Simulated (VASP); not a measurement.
# CdSe (F-43m) in VASP: settings compared

Aim: see how the results for CdSe move with the level of theory and the settings. Levels: PBE, RPBE+D4, PBEsol+D4. Tasks: single point, relaxation of cell and atoms.

Everything below comes from runs of VASP 6.6.1. Logs are shortened: lines on timing, memory, paths and dates and some standing lists are left out, and cuts for length are marked.

**1. The cell of the first run**

It takes space group F-43m (No. 216, cubic). The conventional cell has a = 6.141 Å, b = 6.141 Å, c = 6.141 Å, α = 90.00°, β = 90.00°, γ = 90.00°. Within 3.5 Å of Cd (site symmetry -43m) lie 4 Se at 2.66 Å. Se (site symmetry -43m) has 4 Cd at 2.66 Å within 3.5 Å.

**2. Single point, PBE**

File INCAR:

```
PREC     = Accurate       # precision mode
ENCUT    = 520            # plane-wave cutoff, eV
EDIFF    = 1E-6           # SCF threshold, eV
ISMEAR   = 0              # smearing method
SIGMA    = 0.028000000000000004 # smearing width, eV
LREAL    = False          # projectors in reciprocal space
LASPH    = True           # aspherical terms in the spheres
NELM     = 80             # most SCF steps
ALGO     = Normal         # electronic algorithm
ISIF     = 2              # what is computed and relaxed
LWAVE    = False          # write WAVECAR
LCHARG   = True           # write CHGCAR
GGA      = PE             # functional
LELF     = True           # ELF
LVHAR    = True         
NBANDS   = 16             # bands
```

File KPOINTS:

```
regular mesh
0
Gamma
  8 8 8
```

File POSCAR:

```
CdSe
1.0
    0.0000000000      3.0702711986      3.0702711986
    3.0702711986      0.0000000000      3.0702711986
    3.0702711986      3.0702711986      0.0000000000
Cd Se
1 1
Direct
    0.0000000000      0.0000000000      0.0000000000
    0.2500000000      0.2500000000      0.2500000000
```

Potentials or basis: VASP PAW PBE potentials, release 64 (Cd, Se).

Launch:

```sh
> cat potpaw_PBE.64/Cd/POTCAR potpaw_PBE.64/Se/POTCAR > POTCAR
> mpirun -np 1 vasp_std > vasp.out
```

OUTCAR:

```text
PREC = Accurate
   ENCUT = 520
   EDIFF = 1E-6
   ISMEAR = 0
   LREAL = False
   LASPH = True
   NELM = 80
   ISIF = 2
   GGA = PE

 ion  position               nearest neighbor table
   1  0.000  0.000  0.000-   2 2.66   2 2.66   2 2.66   2 2.66
   2  0.250  0.250  0.250-   1 2.66   1 2.66   1 2.66   1 2.66

  LATTYP: Found a face centered cubic cell.
 ALAT       =     6.1405423972

  Lattice vectors:

 A1 = (   0.0000000000,   3.0702711986,   3.0702711986)
 A2 = (   3.0702711986,   0.0000000000,   3.0702711986)
 A3 = (   3.0702711986,   3.0702711986,   0.0000000000)

Analysis of symmetry for initial positions (statically):
=====================================================================
 Subroutine PRICEL returns:
 Original cell was already a primitive cell.

 Routine SETGRP: Setting up the symmetry group for a
 face centered cubic supercell.

 Subroutine GETGRP returns: Found 24 space group operations
 (whereof 24 operations were pure point group operations)
 out of a pool of 48 trial point group operations.

The static configuration has the point symmetry T_d .

Analysis of symmetry for dynamics (positions and initial velocities):
=====================================================================
 Subroutine PRICEL returns:
 Original cell was already a primitive cell.

 Routine SETGRP: Setting up the symmetry group for a
 face centered cubic supercell.

 Subroutine GETGRP returns: Found 24 space group operations
 (whereof 24 operations were pure point group operations)
 out of a pool of 48 trial point group operations.

The dynamic configuration has the point symmetry T_d .

 Subroutine INISYM returns: Found 24 space group operations
 (whereof 24 operations are pure point group operations),
 and found     1 'primitive' translations

----------------------------------------------------------------------------------------

                                     Primitive cell

  volume of cell :      57.8842

  direct lattice vectors                    reciprocal lattice vectors
     0.000000000  3.070271199  3.070271199    -0.162852063  0.162852063  0.162852063
     3.070271199  0.000000000  3.070271199     0.162852063 -0.162852063  0.162852063
     3.070271199  3.070271199  0.000000000     0.162852063  0.162852063 -0.162852063

  length of vectors
     4.342019169  4.342019169  4.342019169     0.282068048  0.282068048  0.282068048

  position of ions in fractional coordinates (direct lattice)
     0.000000000  0.000000000  0.000000000
     0.250000000  0.250000000  0.250000000

  ion indices of the primitive-cell ions
   primitive index   ion index
                 1           1
                 2           2

----------------------------------------------------------------------------------------

 KPOINTS: regular mesh

Automatic generation of k-mesh.
 Grid dimensions read from file:
 generate k-points for:    8    8    8

 Generating k-lattice:

  Cartesian coordinates                     Fractional coordinates (reciprocal lattice)
    -0.020356508  0.020356508  0.020356508     0.125000000  0.000000000  0.000000000
     0.020356508 -0.020356508  0.020356508     0.000000000  0.125000000  0.000000000
     0.020356508  0.020356508 -0.020356508     0.000000000  0.000000000  0.125000000

  Length of vectors
     0.035258506  0.035258506  0.035258506

  Shift w.r.t. Gamma in fractional coordinates (k-lattice)
     0.000000000  0.000000000  0.000000000

 Subroutine IBZKPT returns following result:
 ===========================================

 Found     29 irreducible k-points:

 Following reciprocal coordinates:
            Coordinates               Weight
  0.000000  0.000000  0.000000      1.000000
  0.125000  0.000000  0.000000      8.000000
  0.250000  0.000000  0.000000      8.000000
  0.375000  0.000000  0.000000      8.000000
  0.500000  0.000000  0.000000      4.000000
  0.125000  0.125000  0.000000      6.000000
[... 16 lines left out ...]
  0.500000  0.250000  0.125000     48.000000
 -0.375000  0.250000  0.125000     24.000000
 [... further k-points ...]
   k-points           NKPTS =     29   k-points in BZ     NKDIM =     29   number of bands    NBANDS=     16
   number of dos      NEDOS =    301   number of ions     NIONS =      2
   total plane-waves  NPLWV =  32768
   dimension x,y,z NGX =    32 NGY =   32 NGZ =   32
   dimension x,y,z NGXF=    64 NGYF=   64 NGZF=   64
   ions per type =               1   1
   NGX,Y,Z   is equivalent  to a cutoff of  12.25, 12.25, 12.25 a.u.
   NGXF,Y,Z  is equivalent  to a cutoff of  24.50, 24.50, 24.50 a.u.
 SYSTEM =  unknown system
   PREC   = accura    normal or accurate (medium, high low for compatibility)
   ISTART =      0    job   : 0-new  1-cont  2-samecut
   ICHARG =      2    charge: 1-file 2-atom 10-const
   ISPIN  =      1    spin polarized calculation?
   LNONCOLLINEAR =      F non collinear calculations
   LSORBIT =      F    spin-orbit coupling
   LASPH  =      T    aspherical Exc in radial PAW
   ENCUT  =  520.0 eV  38.22 Ry    6.18 a.u.   8.07  8.07  8.07*2*pi/ulx,y,z
   NELM   =     80;   NELMIN=  2; NELMDL= -5     # of ELM steps
   EDIFF  = 0.1E-05   stopping-criterion for ELM
   LREAL  =      F    real-space projection
   EDIFFG = 0.1E-04   stopping-criterion for IOM
   NSW    =      0    number of steps for IOM
   IBRION =     -1    ionic relax: 0-MD 1-quasi-New 2-CG
   NFREE  =      0    steps in history (QN), initial steepest desc. (CG)
   ISIF   =      2    stress and relaxation
   ISYM   =      2    0-nonsym 1-usesym 2-fastsym
   POTIM  = 0.5000    time-step for ionic-motion
   TEBEG  =    0.0;   TEEND  =   0.0 temperature during run
   PSTRESS=    0.0 pullay stress
   NELECT =      18.0000    total number of electrons
   NUPDOWN=      -1.0000    fix difference up-down
   EMIN   =  10.00;   EMAX   =-10.00  energy-range for DOS
   EFERMI =   0.00;   METHOD = LEGACY
   ISMEAR =     0;   SIGMA  =   0.03  broadening in eV -4-tet -1-fermi 0-gaus
   EFERMI_NEDOS =   21; number of points for ismear=-14 and -15
   IALGO  =     38    algorithm
   IMIX   =      4    mixing-type and parameters
     AMIX     =   0.40;   BMIX     =  1.00
     AMIX_MAG =   1.60;   BMIX_MAG =  1.00
  volume/ion in A,a.u.               =      28.94       195.31
  Fermi-wavevector in a.u.,A,eV,Ry     =   1.109121  2.095935 16.737199  1.230149
  Thomas-Fermi vector in A             =   2.245657
   LORBIT       =      0    0 simple, 1 ext, 2 COOP (PROOUT), +10 PAW based schemes
   GGA     = PE    functional components
   LHFCALC =     F    Hartree Fock is set to
   AEXX    =    0.0000 exact exchange contribution
   IVDW    =     0    specifies the selected vdW correction
   LEPSILON=     F    determine dielectric tensor
   LRPA    =     F    only Hartree local field effects (RPA)
 non-spin polarized calculation
 Gauss-broadening in eV      SIGMA  =   0.03
  energy-cutoff  :      520.00
  volume of cell :       57.88
 maximum number of plane-waves:      1588
   NGX = 17   NGY = 17   NGZ = 17

 number of electron      18.0000008 magnetization

 Free energy of the ion-electron system (eV)
  ---------------------------------------------------
  ext. energy  EPLUGINS =         0.00000000
  ---------------------------------------------------
  free energy    TOTEN  =        -5.49046467 eV

  energy without entropy =       -5.49046467  energy(sigma->0) =       -5.49046467

 E-fermi :   0.9189     XC(G=0):  -8.7565

 val. band max:        0.7188440916   @ k =   0.0000   0.0000   0.0000
 cond. band min:       1.2682473657   @ k =   0.0000   0.0000   0.0000
 fundamental gap:      0.5494032741
 Fermi energy:         0.9188550416

 k-point     1 :       0.0000    0.0000    0.0000
  band No.  band energies     occupation
      1     -11.7183      2.00000
      2      -7.1233      2.00000
      3      -7.1233      2.00000
      4      -7.1233      2.00000
      5      -6.7789      2.00000
      6      -6.7789      2.00000
[... 8 lines left out ...]
     15      11.7533      0.00000
     16      11.7533      0.00000

 k-point     2 :       0.1250    0.0000    0.0000
  band No.  band energies     occupation
      1     -11.6682      2.00000
      2      -7.1074      2.00000
      3      -7.1074      2.00000
      4      -7.0769      2.00000
      5      -6.7797      2.00000
      6      -6.7797      2.00000
[... 8 lines left out ...]
     15      11.0072      0.00000
     16      11.1129      0.00000

 k-point     3 :       0.2500    0.0000    0.0000
  band No.  band energies     occupation
      1     -11.5458      2.00000
      2      -7.0727      2.00000
      3      -7.0727      2.00000
      4      -6.9217      2.00000
      5      -6.7768      2.00000
      6      -6.7768      2.00000
[... 8 lines left out ...]
     15      10.7642      0.00000
     16      10.8068      0.00000

 k-point     4 :       0.3750    0.0000    0.0000
  band No.  band energies     occupation
      1     -11.4220      2.00000
      2      -7.0452      2.00000
      3      -7.0452      2.00000
      4      -6.7651      2.00000
      5      -6.7651      2.00000
      6      -6.6664      2.00000
[... 8 lines left out ...]
     15      11.6179      0.00000
     16      11.6179      0.00000

 k-point     5 :       0.5000    0.0000    0.0000
  band No.  band energies     occupation
      1     -11.3705      2.00000
      2      -7.0364      2.00000
      3      -7.0364      2.00000
      4      -6.7571      2.00000
      5      -6.7571      2.00000
      6      -6.5049      2.00000
[... 8 lines left out ...]
     15      12.7701      0.00000
     16      12.7701      0.00000

 k-point     6 :       0.1250    0.1250    0.0000
  band No.  band energies     occupation
      1     -11.6515      2.00000
      2      -7.0920      2.00000
      3      -7.0920      2.00000
      4      -7.0819      2.00000
      5      -6.7891      2.00000
      6      -6.7710      2.00000
[... 8 lines left out ...]
     15      11.5840      0.00000
     16      11.8879      0.00000
[... 267 lines left out ...]
 k-point    21 :       0.5000    0.5000    0.0000
  band No.  band energies     occupation
      1     -11.2609      2.00000
      2      -6.9419      2.00000
      3      -6.8830      2.00000
      4      -6.8830      2.00000
      5      -6.7250      2.00000
      6      -6.4437      2.00000
[... 8 lines left out ...]
     15      13.0736      0.00000
     16      13.9827      0.00000

 k-point    22 :       0.3750    0.2500    0.1250
  band No.  band energies     occupation
      1     -11.4552      2.00000
      2      -7.0342      2.00000
      3      -7.0163      2.00000
      4      -6.8746      2.00000
      5      -6.7696      2.00000
      6      -6.7342      2.00000
[... 8 lines left out ...]
     15      12.1741      0.00000
     16      13.3196      0.00000

 k-point    23 :       0.5000    0.2500    0.1250
  band No.  band energies     occupation
      1     -11.3569      2.00000
      2      -7.0076      2.00000
      3      -6.9915      2.00000
      4      -6.8191      2.00000
      5      -6.7584      2.00000
      6      -6.5538      2.00000
[... 8 lines left out ...]
     15      12.4981      0.00000
     16      13.2540      0.00000

 k-point    24 :      -0.3750    0.2500    0.1250
  band No.  band energies     occupation
      1     -11.3164      2.00000
      2      -7.0027      2.00000
      3      -6.9803      2.00000
      4      -6.7961      2.00000
      5      -6.7636      2.00000
      6      -6.4246      2.00000
[... 8 lines left out ...]
     15      12.3171      0.00000
     16      13.2545      0.00000

 [... further k-points ...]
[... 5 lines left out ...]
  --------------------------------------------------------------------------------------
  -------------------------------------------------------------------------------------
  Total        0.5673509      0.5673509      0.5673509      0.0000000     -0.0000000     -0.0000000
  in kB       15.7037036     15.7037036     15.7037036      0.0000000     -0.0000000     -0.0000000
  external PRESSURE =      15.7037036 kB  Pullay stress =       0.0000000 kB

 VOLUME and BASIS-vectors are now :
 -----------------------------------------------------------------------------
  energy-cutoff  :      520.00
  volume of cell :       57.88
      direct lattice vectors                 reciprocal lattice vectors
     0.000000000  3.070271199  3.070271199    -0.162852063  0.162852063  0.162852063
     3.070271199  0.000000000  3.070271199     0.162852063 -0.162852063  0.162852063
     3.070271199  3.070271199  0.000000000     0.162852063  0.162852063 -0.162852063

 POSITION                                       TOTAL-FORCE (eV/Angst)
 -----------------------------------------------------------------------------------
      0.00000      0.00000      0.00000         0.000000      0.000000      0.000000
      1.53514      1.53514      1.53514        -0.000000     -0.000000     -0.000000
 -----------------------------------------------------------------------------------
    total drift:                               -0.000001     -0.000001     -0.000000

  FREE ENERGIE OF THE ION-ELECTRON SYSTEM (eV)
  ---------------------------------------------------
  free  energy   TOTEN  =        -5.4904646673 eV

  energy  without entropy=       -5.4904646673  energy(sigma->0) =       -5.49046467
```

Wall time 24 s (1 thread of Intel Xeon 6975P-C, shared host); peak memory 0.19 GiB.

What came out:

```
Free energy            : -5.4905 eV
Pressure               : 1.6 GPa
Band gap on the k mesh : 0.55 eV, direct
```

[end of part 1 of 2]
